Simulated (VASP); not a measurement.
# Dy2Ti (Fd-3m) in VASP: single point with PBE

Aim: the single point of Dy2Ti with PBE.

All numbers are computed with VASP 6.6.1; they aren't measurements. Logs are shortened: lines on timing, memory, paths and dates and some standing lists are left out, and cuts for length are marked.

## (1) The cell of the first run

Symmetry: Fd-3m, No. 227, cubic system. Conventional cell: a = 8.649 Å, b = 8.649 Å, c = 8.649 Å, α = 90.00°, β = 90.00°, γ = 90.00°. Within 4.0 Å of Dy (site symmetry -3m) lie 6 Dy at 3.06 Å and 6 Ti at 3.59 Å. Ti (site symmetry -43m) has 12 Dy at 3.59 Å and 4 Ti at 3.75 Å within 4.7 Å.

The cell was built from a structure type or drawn by symmetry, and may not be a known phase.

## (2) Single point, PBE

INCAR reads:

```
SYSTEM = Dy2Ti
  PREC = Accurate
  ENCUT = 500
  EDIFF = 1E-6
  ISMEAR = 0
  SIGMA = 0.2
  LREAL = .FALSE.
  LASPH = .TRUE.
  NELM = 200
  ALGO = Normal
  ISIF = 2
  LWAVE = .FALSE.
  LCHARG = .FALSE.
  GGA = PE
  NBANDS = 39
  GGA_COMPAT = .FALSE.
  LMAXMIX = 6
```

KPOINTS reads:

```
regular mesh
0
G
  4 4 4
  0 0 0
```

POSCAR reads:

```
Dy2Ti
1.0
    0.0000000000      4.3245190457      4.3245190457
    4.3245190457      0.0000000000      4.3245190457
    4.3245190457      4.3245190457      0.0000000000
Dy Ti
4 2
Direct
    0.1250000000      0.1250000000      0.6250000000
    0.1250000000      0.6250000000      0.1250000000
    0.1250000000      0.1250000000      0.1250000000
    0.6250000000      0.1250000000      0.1250000000
    0.7500000000      0.7500000000      0.7500000000
    0.5000000000      0.5000000000      0.5000000000
```

Potentials or basis: VASP PAW PBE potentials, release 64 (Dy_3, Ti_sv), 4f in core.

The run is started by

```sh
$ cat potpaw_PBE.64/Dy_3/POTCAR potpaw_PBE.64/Ti_sv/POTCAR > POTCAR
$ mpirun -np 1 vasp_std > vasp.out
```

OUTCAR:

```text
SYSTEM = Dy2Ti
   PREC = Accurate
   ENCUT = 500
   EDIFF = 1E-6
   ISMEAR = 0
   LREAL = .FALSE.
   LASPH = .TRUE.
   NELM = 200
   ISIF = 2
   GGA = PE

 ion  position               nearest neighbor table
   1  0.125  0.125  0.625-   3 3.06   2 3.06   3 3.06   4 3.06   2 3.06   4 3.06
   2  0.125  0.625  0.125-   3 3.06   1 3.06   1 3.06   3 3.06   4 3.06   4 3.06
   3  0.125  0.125  0.125-   1 3.06   2 3.06   4 3.06   1 3.06   2 3.06   4 3.06
   4  0.625  0.125  0.125-   3 3.06   1 3.06   2 3.06   1 3.06   2 3.06   3 3.06
   5  0.750  0.750  0.750-
   6  0.500  0.500  0.500-

  LATTYP: Found a face centered cubic cell.
 ALAT       =     8.6490380914

  Lattice vectors:

 A1 = (   0.0000000000,   4.3245190457,   4.3245190457)
 A2 = (   4.3245190457,   0.0000000000,   4.3245190457)
 A3 = (   4.3245190457,   4.3245190457,   0.0000000000)

Analysis of symmetry for initial positions (statically):
=====================================================================
 Subroutine PRICEL returns:
 Original cell was already a primitive cell.

 Routine SETGRP: Setting up the symmetry group for a
 face centered cubic supercell.

 Subroutine GETGRP returns: Found 48 space group operations
 (whereof 24 operations were pure point group operations)
 out of a pool of 48 trial point group operations.

The static configuration has the point symmetry T_d .
 The point group associated with its full space group is O_h .

Analysis of symmetry for dynamics (positions and initial velocities):
=====================================================================
 Subroutine PRICEL returns:
 Original cell was already a primitive cell.

 Routine SETGRP: Setting up the symmetry group for a
 face centered cubic supercell.

 Subroutine GETGRP returns: Found 48 space group operations
 (whereof 24 operations were pure point group operations)
 out of a pool of 48 trial point group operations.

The dynamic configuration has the point symmetry T_d .
 The point group associated with its full space group is O_h .

 Subroutine INISYM returns: Found 48 space group operations
 (whereof 24 operations are pure point group operations),
 and found     1 'primitive' translations

[... 84 lines left out ...]
   NELM   =    200;   NELMIN=  2; NELMDL= -5     # of ELM steps
   EDIFF  = 0.1E-05   stopping-criterion for ELM
   LREAL  =      F    real-space projection
   EDIFFG = 0.1E-04   stopping-criterion for IOM
   NSW    =      0    number of steps for IOM
   IBRION =     -1    ionic relax: 0-MD 1-quasi-New 2-CG
   NFREE  =      0    steps in history (QN), initial steepest desc. (CG)
   ISIF   =      2    stress and relaxation
   ISYM   =      2    0-nonsym 1-usesym 2-fastsym
   POTIM  = 0.5000    time-step for ionic-motion
   TEBEG  =    0.0;   TEEND  =   0.0 temperature during run
   PSTRESS=    0.0 pullay stress
   NELECT =      60.0000    total number of electrons
   NUPDOWN=      -1.0000    fix difference up-down
   EMIN   =  10.00;   EMAX   =-10.00  energy-range for DOS
   EFERMI =   0.00;   METHOD = LEGACY
   ISMEAR =     0;   SIGMA  =   0.20  broadening in eV -4-tet -1-fermi 0-gaus
   EFERMI_NEDOS =   21; number of points for ismear=-14 and -15
   IALGO  =     38    algorithm
   IMIX   =      4    mixing-type and parameters
     AMIX     =   0.40;   BMIX     =  1.00
     AMIX_MAG =   1.60;   BMIX_MAG =  1.00
  volume/ion in A,a.u.               =      26.96       181.92
  Fermi-wavevector in a.u.,A,eV,Ry     =   1.176280  2.222847 18.825497  1.383635
  Thomas-Fermi vector in A             =   2.312647
   LORBIT       =      0    0 simple, 1 ext, 2 COOP (PROOUT), +10 PAW based schemes
   GGA     = PE    functional components
   LHFCALC =     F    Hartree Fock is set to
   AEXX    =    0.0000 exact exchange contribution
   IVDW    =     0    specifies the selected vdW correction
   LEPSILON=     F    determine dielectric tensor
   LRPA    =     F    only Hartree local field effects (RPA)
 non-spin polarized calculation
 Gauss-broadening in eV      SIGMA  =   0.20
  energy-cutoff  :      500.00
  volume of cell :      161.75
 maximum number of plane-waves:      4128
 NGX is ok and might be reduce to    48
   NGX = 23   NGY = 23   NGZ = 23

 number of electron      60.0000004 magnetization

 Free energy of the ion-electron system (eV)
  ---------------------------------------------------
  ext. energy  EPLUGINS =         0.00000000
  ---------------------------------------------------
  free energy    TOTEN  =       -29.40049600 eV

  energy without entropy =      -29.07417533  energy(sigma->0) =      -29.23733567

 E-fermi :   4.0056     XC(G=0): -10.1777

 val. band max:        3.9545212565   @ k =   0.5000   0.2500   0.0000
 cond. band min:       4.0130089135   @ k =  -0.2500   0.2500   0.0000
 fundamental gap:      0.0584876570
 Fermi energy:         4.0055865863

 k-point     1 :       0.0000    0.0000    0.0000
  band No.  band energies     occupation
      1     -53.4586      2.00000
      2     -53.4560      2.00000
      3     -29.6707      2.00000
      4     -29.6707      2.00000
      5     -29.6707      2.00000
      6     -29.6587      2.00000
[... 325 lines left out ...]
     38       5.0109      0.00000
     39       5.7016      0.00000

------------------------ aborting loop because EDIFF is reached ----------------------------------------

  FORCE on cell =-STRESS in cart. coord.  units (eV):
  Direction    XX          YY          ZZ          XY          YZ          ZX
  --------------------------------------------------------------------------------------
  -------------------------------------------------------------------------------------
  Total        0.9473258      0.9473258      0.9473258     -0.0000000     -0.0000000     -0.0000000
  in kB        9.3835353      9.3835353      9.3835353     -0.0000000     -0.0000000     -0.0000000
  external PRESSURE =       9.3835353 kB  Pullay stress =       0.0000000 kB

 VOLUME and BASIS-vectors are now :
 -----------------------------------------------------------------------------
  energy-cutoff  :      500.00
  volume of cell :      161.75
      direct lattice vectors                 reciprocal lattice vectors
     0.000000000  4.324519046  4.324519046    -0.115619794  0.115619794  0.115619794
     4.324519046  0.000000000  4.324519046     0.115619794 -0.115619794  0.115619794
     4.324519046  4.324519046  0.000000000     0.115619794  0.115619794 -0.115619794

 POSITION                                       TOTAL-FORCE (eV/Angst)
 -----------------------------------------------------------------------------------
      3.24339      3.24339      1.08113         0.000000      0.000000      0.000000
      3.24339      1.08113      3.24339         0.000000      0.000000      0.000000
      1.08113      1.08113      1.08113         0.000000      0.000000     -0.000000
      1.08113      3.24339      3.24339         0.000000      0.000000     -0.000000
      6.48678      6.48678      6.48678         0.000000      0.000000      0.000000
      4.32452      4.32452      4.32452        -0.000000     -0.000000     -0.000000
 -----------------------------------------------------------------------------------
    total drift:                               -0.000000     -0.000000      0.000000

  FREE ENERGIE OF THE ION-ELECTRON SYSTEM (eV)
  ---------------------------------------------------
  free  energy   TOTEN  =       -29.4004960040 eV

  energy  without entropy=      -29.0741753337  energy(sigma->0) =      -29.23733567
```

OSZICAR:

```text
N       E                     dE             d eps       ncg     rms          rms(c)
DAV:   1     0.501541313951E+03    0.50154E+03   -0.27820E+04   624   0.148E+03
DAV:   2     0.199309611063E+02   -0.48161E+03   -0.47158E+03   624   0.505E+02
DAV:   3    -0.343037393861E+02   -0.54235E+02   -0.51600E+02  1040   0.118E+02
DAV:   4    -0.407335867552E+02   -0.64298E+01   -0.62302E+01  1040   0.314E+01
DAV:   5    -0.412693603555E+02   -0.53577E+00   -0.53492E+00   952   0.696E+00    0.483E+01
DAV:   6    -0.518648918215E+02   -0.10596E+02   -0.26354E+02   950   0.401E+01    0.471E+01
DAV:   7    -0.341470514011E+02    0.17718E+02   -0.36216E+02   930   0.527E+01    0.266E+01
DAV:   8    -0.304712989754E+02    0.36758E+01   -0.17355E+01   881   0.156E+01    0.143E+01
DAV:   9    -0.301019326925E+02    0.36937E+00   -0.18503E+01   920   0.132E+01    0.101E+01
DAV:  10    -0.294349840063E+02    0.66695E+00   -0.75125E+00   912   0.821E+00    0.240E+00
DAV:  11    -0.294280373683E+02    0.69466E-02   -0.78346E-01   889   0.318E+00    0.183E+00
DAV:  12    -0.294047376893E+02    0.23300E-01   -0.12011E-01   970   0.127E+00    0.747E-01
DAV:  13    -0.294003899611E+02    0.43477E-02   -0.28041E-02   842   0.682E-01    0.197E-01
DAV:  14    -0.294006692891E+02   -0.27933E-03   -0.67202E-03   986   0.254E-01    0.111E-01
DAV:  15    -0.294005657556E+02    0.10353E-03   -0.26187E-04   868   0.653E-02    0.939E-02
DAV:  16    -0.294004935694E+02    0.72186E-04   -0.48135E-04   880   0.709E-02    0.529E-03
DAV:  17    -0.294004961476E+02   -0.25782E-05   -0.16175E-05   868   0.149E-02    0.737E-03
DAV:  18    -0.294004960040E+02    0.14362E-06   -0.55938E-07   505   0.413E-03
   1 F= -.29400496E+02 E0= -.29237336E+02  d E =-.326321E+00
```

It took 61 s on 1 thread of AMD EPYC 9R45 (Zen 5), shared host; peak memory 0.3 GiB.

Results:

| Quantity | Value |
| --- | --- |
| Free energy | -29.4005 eV |
| Pressure | 0.9 GPa |
| Band gap on the k mesh | zero (bands 30 and 31 overlap by 0.25 eV) |

Levels at points of the mesh, in eV from the Fermi level:
| k point | band 27 | band 28 | band 29 | band 30 | band 31 | band 32 |
| --- | --- | --- | --- | --- | --- | --- |
| (0.00, 0.00, 0.00) | -1.25 | -1.25 | 0.03 | 0.03 | 0.20 | 0.20 |
| (0.50, 0.00, 0.00) | -0.29 | -0.29 | -0.14 | -0.14 | 0.28 | 0.28 |
| (0.50, 0.50, 0.00) | -0.47 | -0.47 | -0.42 | -0.42 | -0.19 | -0.19 |

Caveat: spin-orbit coupling is left out, which moves the levels of the heavy elements; the 4f electrons are frozen in the core, so they carry no moment and show no levels. Spin polarisation is off, so any magnetic state and its effect on volume and gap are missing.
